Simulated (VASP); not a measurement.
Runs of VASP 6.6.1 on CoSi2. The structure is that of space group I4/mmm (No. 139), or close to it. The cells are those of the table. 

```csv
cell,gap on the mesh (eV),pressure (GPa)
"a = 3.961, b = 3.961, c = 5.215 Å, 6 atoms",none,-9.2
"a = 3.961, b = 3.961, c = 5.117 Å, 6 atoms",none,-6.3
"a = 3.904, b = 3.904, c = 5.187 Å, 6 atoms",none,-4.3
"a = 3.904, b = 3.904, c = 5.263 Å, 6 atoms",none,(a)
```

Alike in all rows: task single point; level PBE; potentials or basis VASP PAW PBE potentials, release 64 (Co, Si); no spin polarisation; k mesh 10 × 10 × 8; cutoff (eV) 520; smearing gaussian 0.1 eV.

Q: Estimate the missing entries.

A: (a) -6.7.

A gap of «none» marks levels without a gap at the run's occupations.
